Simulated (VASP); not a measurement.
# CrPdN2 (R-3m) in VASP: a series of runs

The runs below take CrPdN2 through single point, with PBE.

Program: VASP 6.6.1. These are calculated values, not measurements. Logs are shortened: lines on timing, memory, paths and dates and some standing lists are left out, and cuts for length are marked.

### 1 The cell of the first run

It takes space group R-3m (No. 166, trigonal). Conventional cell: a = 2.778 Å, b = 2.778 Å, c = 18.602 Å, α = 90.00°, β = 90.00°, γ = 120.00°. Within 2.6 Å of Cr (site symmetry -3m) lie 6 N at 1.95 Å. Within 2.6 Å of Pd (site symmetry -3m) lie 2 N at 1.98 Å. N (site symmetry 3m) has 3 Cr at 1.95 Å and 1 Pd at 1.98 Å within 2.6 Å.

### 2 Single point, PBE, collinear spin, ferromagnetic start

The input, INCAR:

```
SYSTEM = CrPdN2
  PREC = Accurate
  ENCUT = 520
  EDIFF = 1E-6
  ISMEAR = 0
  SIGMA = 0.1
  LREAL = .False.
  LASPH = .True.
  NELM = 150
  ALGO = Normal
  ISIF = 2
  LWAVE = .False.
  LCHARG = .False.
  ISPIN = 2
  MAGMOM = 0.73 0 0 0
  LORBIT = 11
  LMAXMIX = 4
  GGA = PE
  NBANDS = 28
```

The input, KPOINTS:

```
Automatic mesh
0
Gamma
  12 12 12
  0 0 0
```

The input, POSCAR:

```
CrPdN2
1.0
    1.3889602408      0.8019165689      6.2006160177
   -1.3889602408      0.8019165689      6.2006160177
    0.0000000000     -1.6038331378      6.2006160177
Cr Pd N
1 1 2
Direct
    0.0000000000      0.0000000000      0.0000000000
    0.5000000000      0.5000000000      0.5000000000
    0.3933221560      0.3933221560      0.3933221560
    0.6066778440      0.6066778440      0.6066778440
```

Potentials or basis: VASP PAW PBE potentials, release 64 (Cr_pv, Pd, N).

On the command line:

```sh
cat potpaw_PBE.64/Cr_pv/POTCAR potpaw_PBE.64/Pd/POTCAR potpaw_PBE.64/N/POTCAR > POTCAR
mpirun -np 1 vasp_std > vasp.out
```

OUTCAR:

```text
SYSTEM = CrPdN2
   PREC = Accurate
   ENCUT = 520
   EDIFF = 1E-6
   ISMEAR = 0
   LREAL = .False.
   LASPH = .True.
   NELM = 150
   ISIF = 2
   ISPIN = 2
   LORBIT = 11
   GGA = PE

 ion  position               nearest neighbor table
   1  0.000  0.000  0.000-   4 1.95   3 1.95   4 1.95   4 1.95   3 1.95   3 1.95
   2  0.500  0.500  0.500-   3 1.98   4 1.98
   3  0.393  0.393  0.393-   1 1.95   1 1.95   1 1.95   2 1.98
   4  0.607  0.607  0.607-   1 1.95   1 1.95   1 1.95   2 1.98

  LATTYP: Found a trigonal (rhomboedric) cell.
 ALAT       =     6.4046795184
 COS(alpha) =     0.9059378681

  Lattice vectors:

 A1 = (   1.3889602408,   0.8019165689,   6.2006160177)
 A2 = (  -1.3889602408,   0.8019165689,   6.2006160177)
 A3 = (   0.0000000000,  -1.6038331378,   6.2006160177)

Analysis of symmetry for initial positions (statically):
=====================================================================
 Subroutine PRICEL returns:
 Original cell was already a primitive cell.

 Routine SETGRP: Setting up the symmetry group for a
 trigonal (rhombohedral) supercell.

 Subroutine GETGRP returns: Found 12 space group operations
 (whereof 12 operations were pure point group operations)
 out of a pool of 12 trial point group operations.

The static configuration has the point symmetry D_3d.

Analysis of symmetry for dynamics (positions and initial velocities):
=====================================================================
 Subroutine PRICEL returns:
 Original cell was already a primitive cell.

 Routine SETGRP: Setting up the symmetry group for a
 trigonal (rhombohedral) supercell.

 Subroutine GETGRP returns: Found 12 space group operations
 (whereof 12 operations were pure point group operations)
 out of a pool of 12 trial point group operations.

The dynamic configuration has the point symmetry D_3d.

Analysis of structural, dynamic, and magnetic symmetry:
=====================================================================
 Subroutine PRICEL returns:
 Original cell was already a primitive cell.

 Routine SETGRP: Setting up the symmetry group for a
 trigonal (rhombohedral) supercell.

 Subroutine GETGRP returns: Found 12 space group operations
 (whereof 12 operations were pure point group operations)
 out of a pool of 12 trial point group operations.

The overall configuration has the point symmetry D_3d.

 Subroutine INISYM returns: Found 12 space group operations
 (whereof 12 operations are pure point group operations),
 and found     1 'primitive' translations

----------------------------------------------------------------------------------------

                                     Primitive cell

  volume of cell :      41.4386

  direct lattice vectors                    reciprocal lattice vectors
     1.388960241  0.801916569  6.200616018     0.359981507  0.207835420  0.053758100
    -1.388960241  0.801916569  6.200616018    -0.359981507  0.207835420  0.053758100
     0.000000000 -1.603833138  6.200616018     0.000000000 -0.415670839  0.053758100

  length of vectors
     6.404679518  6.404679518  6.404679518     0.419132652  0.419132652  0.419132652

  position of ions in fractional coordinates (direct lattice)
     0.000000000  0.000000000  0.000000000
     0.500000000  0.500000000  0.500000000
     0.393322156  0.393322156  0.393322156
     0.606677844  0.606677844  0.606677844

  ion indices of the primitive-cell ions
   primitive index   ion index
                 1           1
                 2           2
                 3           3
                 4           4

----------------------------------------------------------------------------------------

 KPOINTS: Automatic mesh

Automatic generation of k-mesh.
 Grid dimensions read from file:
 generate k-points for:   12   12   12

 Generating k-lattice:

  Cartesian coordinates                     Fractional coordinates (reciprocal lattice)
     0.029998459  0.017319618  0.004479842     0.083333333 -0.000000000 -0.000000000
    -0.029998459  0.017319618  0.004479842    -0.000000000  0.083333333 -0.000000000
     0.000000000 -0.034639237  0.004479842    -0.000000000 -0.000000000  0.083333333

  Length of vectors
     0.034927721  0.034927721  0.034927721

  Shift w.r.t. Gamma in fractional coordinates (k-lattice)
     0.000000000  0.000000000  0.000000000

 Subroutine IBZKPT returns following result:
 ===========================================

 Found    189 irreducible k-points:

 Following reciprocal coordinates:
            Coordinates               Weight
  0.000000  0.000000  0.000000      1.000000
  0.083333  0.000000 -0.000000      6.000000
  0.166667  0.000000  0.000000      6.000000
  0.250000 -0.000000 -0.000000      6.000000
  0.333333 -0.000000 -0.000000      6.000000
  0.416667  0.000000 -0.000000      6.000000
[... 16 lines left out ...]
  0.500000  0.166667 -0.000000     12.000000
 -0.416667  0.166667  0.000000     12.000000
 [... further k-points ...]
   k-points           NKPTS =    189   k-points in BZ     NKDIM =    189   number of bands    NBANDS=     28
   number of dos      NEDOS =    301   number of ions     NIONS =      4
   total plane-waves  NPLWV = 110592
   dimension x,y,z NGX =    48 NGY =   48 NGZ =   48
   dimension x,y,z NGXF=    96 NGYF=   96 NGZF=   96
   ions per type =               1   1   2
   NGX,Y,Z   is equivalent  to a cutoff of  12.46, 12.46, 12.46 a.u.
   NGXF,Y,Z  is equivalent  to a cutoff of  24.92, 24.92, 24.92 a.u.
 SYSTEM =  CrPdN2
   PREC   = accura    normal or accurate (medium, high low for compatibility)
   ISTART =      0    job   : 0-new  1-cont  2-samecut
   ICHARG =      2    charge: 1-file 2-atom 10-const
   ISPIN  =      2    spin polarized calculation?
   LNONCOLLINEAR =      F non collinear calculations
   LSORBIT =      F    spin-orbit coupling
   LASPH  =      T    aspherical Exc in radial PAW
   ENCUT  =  520.0 eV  38.22 Ry    6.18 a.u.  11.91 11.91 11.91*2*pi/ulx,y,z
   NELM   =    150;   NELMIN=  2; NELMDL= -5     # of ELM steps
   EDIFF  = 0.1E-05   stopping-criterion for ELM
   LREAL  =      F    real-space projection
   EDIFFG = 0.1E-04   stopping-criterion for IOM
   NSW    =      0    number of steps for IOM
   IBRION =     -1    ionic relax: 0-MD 1-quasi-New 2-CG
   NFREE  =      0    steps in history (QN), initial steepest desc. (CG)
   ISIF   =      2    stress and relaxation
   ISYM   =      2    0-nonsym 1-usesym 2-fastsym
   POTIM  = 0.5000    time-step for ionic-motion
   TEBEG  =    0.0;   TEEND  =   0.0 temperature during run
   PSTRESS=    0.0 pullay stress
   NELECT =      32.0000    total number of electrons
   NUPDOWN=      -1.0000    fix difference up-down
   EMIN   =  10.00;   EMAX   =-10.00  energy-range for DOS
   EFERMI =   0.00;   METHOD = LEGACY
   ISMEAR =     0;   SIGMA  =   0.10  broadening in eV -4-tet -1-fermi 0-gaus
   EFERMI_NEDOS =   21; number of points for ismear=-14 and -15
   IALGO  =     38    algorithm
   IMIX   =      4    mixing-type and parameters
     AMIX     =   0.40;   BMIX     =  1.00
     AMIX_MAG =   1.60;   BMIX_MAG =  1.00
  volume/ion in A,a.u.               =      10.36        69.91
  Fermi-wavevector in a.u.,A,eV,Ry     =   1.501953  2.838280 30.692894  2.255864
  Thomas-Fermi vector in A             =   2.613257
   LORBIT       =     11    0 simple, 1 ext, 2 COOP (PROOUT), +10 PAW based schemes
   GGA     = PE    functional components
   LHFCALC =     F    Hartree Fock is set to
   AEXX    =    0.0000 exact exchange contribution
   IVDW    =     0    specifies the selected vdW correction
   LEPSILON=     F    determine dielectric tensor
   LRPA    =     F    only Hartree local field effects (RPA)
 spin polarized calculation
 Gauss-broadening in eV      SIGMA  =   0.10
  energy-cutoff  :      520.00
  volume of cell :       41.44
 maximum number of plane-waves:      1133
   NGX = 23   NGY = 23   NGZ = 23

 number of electron      32.0000001 magnetization      -0.0778636

 number of electron      32.0000001 magnetization       0.7008202

 Free energy of the ion-electron system (eV)
  ---------------------------------------------------
  ext. energy  EPLUGINS =         0.00000000
  ---------------------------------------------------
  free energy    TOTEN  =       -31.33750991 eV

  energy without entropy =      -31.33044746  energy(sigma->0) =      -31.33397868

 E-fermi :   8.2482     XC(G=0): -12.7587

 val. band max:        8.2445663898   @ k =  -0.1667   0.5000   0.1667
 cond. band min:       8.2506859634   @ k =  -0.2500   0.4167   0.1667
 fundamental gap:      0.0061195736
 Fermi energy:         8.2481926738

 spin component 1

 k-point     1 :       0.0000    0.0000    0.0000
  band No.  band energies     occupation
      1     -35.8639      1.00000
      2     -35.8639      1.00000
      3     -35.8541      1.00000
      4      -8.1870      1.00000
      5      -5.9255      1.00000
      6       0.4977      1.00000
[... 20 lines left out ...]
     27      26.0136      0.00000
[... 691 lines left out ...]
      6       1.9734      1.00000
[... 20 lines left out ...]
     27      22.5491      0.00000
     28      23.5058      0.00000

 [... further k-points ...]

 spin component 2

 k-point     1 :       0.0000    0.0000    0.0000
  band No.  band energies     occupation
      1     -35.0883      1.00000
      2     -35.0883      1.00000
      3     -34.9169      1.00000
      4      -8.2216      1.00000
      5      -5.9899      1.00000
      6       0.6412      1.00000
[... 20 lines left out ...]
     27      26.0940      0.00000
[... 691 lines left out ...]
      6       2.0765      1.00000
[... 20 lines left out ...]
     27      22.6237      0.00000
     28      23.4811      0.00000

 [... further k-points ...]

------------------------ aborting loop because EDIFF is reached ----------------------------------------

  FORCE on cell =-STRESS in cart. coord.  units (eV):
  Direction    XX          YY          ZZ          XY          YZ          ZX
  --------------------------------------------------------------------------------------
  -------------------------------------------------------------------------------------
  Total       -0.0166901     -0.0166901     -0.0251465      0.0000000      0.0000000      0.0000000
  in kB       -0.6453032     -0.6453032     -0.9722597      0.0000000      0.0000000      0.0000000
  external PRESSURE =      -0.7542887 kB  Pullay stress =       0.0000000 kB

 VOLUME and BASIS-vectors are now :
 -----------------------------------------------------------------------------
  energy-cutoff  :      520.00
  volume of cell :       41.44
      direct lattice vectors                 reciprocal lattice vectors
     1.388960241  0.801916569  6.200616018     0.359981507  0.207835420  0.053758100
    -1.388960241  0.801916569  6.200616018    -0.359981507  0.207835420  0.053758100
     0.000000000 -1.603833138  6.200616018     0.000000000 -0.415670839  0.053758100

 POSITION                                       TOTAL-FORCE (eV/Angst)
 -----------------------------------------------------------------------------------
      0.00000      0.00000      0.00000         0.000000     -0.000000      0.000000
      0.00000      0.00000      9.30092        -0.000000     -0.000000      0.000000
      0.00000      0.00000      7.31652         0.000000     -0.000000      0.056701
      0.00000      0.00000     11.28533         0.000000      0.000000     -0.056701
 -----------------------------------------------------------------------------------
    total drift:                                0.000000      0.000000     -0.000000

  FREE ENERGIE OF THE ION-ELECTRON SYSTEM (eV)
  ---------------------------------------------------
  free  energy   TOTEN  =       -31.3375099055 eV

  energy  without entropy=      -31.3304474625  energy(sigma->0) =      -31.33397868

 total charge

# of ion       s       p       d       tot
------------------------------------------
    1        0.399   6.514   4.225  11.139
    2        0.518   0.571   8.457   9.546
    3        1.276   2.398   0.000   3.673
    4        1.276   2.398   0.000   3.673
--------------------------------------------------
tot          3.468  11.881  12.682  28.031

 magnetization (x)

# of ion       s       p       d       tot
------------------------------------------
    1        0.013   0.003   0.772   0.788
    2        0.018   0.013  -0.013   0.018
    3       -0.002  -0.050   0.000  -0.052
    4       -0.002  -0.050   0.000  -0.052
--------------------------------------------------
tot          0.027  -0.084   0.759   0.702
```

It took 39 min on 1 thread of Intel Xeon 6975P-C (Granite Rapids), shared host; peak memory 0.69 GiB.

What came out:

```yaml
Free_energy: -31.3375 eV
Pressure: -0.1 GPa
Largest_force: 0.057 eV/Å
Net_moment: 0.70 μB per cell
Site_moments: Cr +0.79; Pd +0.02; N -0.05 μB
Valence_electrons_inside_the_program's_atomic_spheres: Cr 11.14; Pd 9.55; N 3.67
```

Forces on the atoms (eV/Å):
```
Cr   0.000  0.000  0.000
Pd   0.000  0.000  0.000
N    0.000  0.000  0.057
N    0.000  0.000 -0.057
```

Caveat: a cell with one magnetic atom can't hold antiferromagnetic order, which such compounds often take. With open d or f shells a metallic result of PBE can be an artefact of self-interaction; +U or a hybrid may open a gap.

### 3 Single point, PBE, collinear spin, ferromagnetic start

The input, INCAR:

```
PREC = Accurate
ENCUT = 520
EDIFF = 1E-6
ISMEAR = 0
SIGMA = 0.15
LREAL = F
LASPH = T
NELM = 150
ALGO = Normal
ISIF = 2
LWAVE = F
LCHARG = T
ISPIN = 2
MAGMOM = 3 0 0 0
LORBIT = 11
LMAXMIX = 4
GGA = PE
LELF = T
LVHAR = T
NBANDS = 28
```

The input, KPOINTS:

```
Automatic mesh
0
Gamma
  5 5 5
```

The input, POSCAR:

```
CrPdN2
1.0
    1.3882279342      0.8014937732      6.2066625166
   -1.3882279342      0.8014937732      6.2066625166
    0.0000000000     -1.6029875413      6.2066625173
Cr Pd N
1 1 2
Direct
    0.0000000000      0.0000000000      0.0000000000
    0.5000000000      0.5000000000      0.5000000000
    0.3931382366      0.3931382366      0.3931382366
    0.6068617634      0.6068617634      0.6068617634
```

Potentials or basis: VASP PAW PBE potentials, release 64 (Cr_pv, Pd, N).

On the command line:

```sh
cat potpaw_PBE.64/Cr_pv/POTCAR potpaw_PBE.64/Pd/POTCAR potpaw_PBE.64/N/POTCAR > POTCAR
mpirun -np 1 vasp_std > vasp.out
```

Run time: 93 s. Hardware: 1 thread of Intel Xeon 6975P-C (Granite Rapids), shared host; peak memory 0.41 GiB.

It converged, with:

```yaml
Free_energy: -31.2797 eV
Pressure: -0.2 GPa
Largest_force: 0.060 eV/Å
Net_moment: 0.12 μB per cell
Site_moments: Cr +0.15; Pd -0.01; N -0.01 μB
Valence_electrons_inside_the_program's_atomic_spheres: Cr 11.15; Pd 9.53; N 3.67
```

Forces on the atoms (eV/Å):
```
Cr   0.000  0.000  0.000
Pd   0.000  0.000  0.000
N    0.000  0.000  0.060
N    0.000  0.000 -0.060
```

Stress tensor (GPa, compression positive):
```
-0.35  0.00  0.00
 0.00 -0.35  0.00
 0.00  0.00  0.01
```

Levels at points of the mesh, in eV from the Fermi level:
Spin up:
```csv
k point,band 14,band 15,band 16,band 17,band 18,band 19
"(0.00, 0.00, 0.00)",-1.70,-0.51,-0.43,-0.43,0.02,0.02
```
Spin down:
```tsv
k point	band 13	band 14	band 15	band 16	band 17	band 18	band 19	band 20
(0.00, 0.00, 0.00)	-1.69	-1.69	-0.34	-0.29	-0.29	-0.01	-0.01	4.58
```

Caveat: the k points lie up to 0.53 Å⁻¹ apart. With open d or f shells a metallic result of PBE can be an artefact of self-interaction; +U or a hybrid may open a gap.
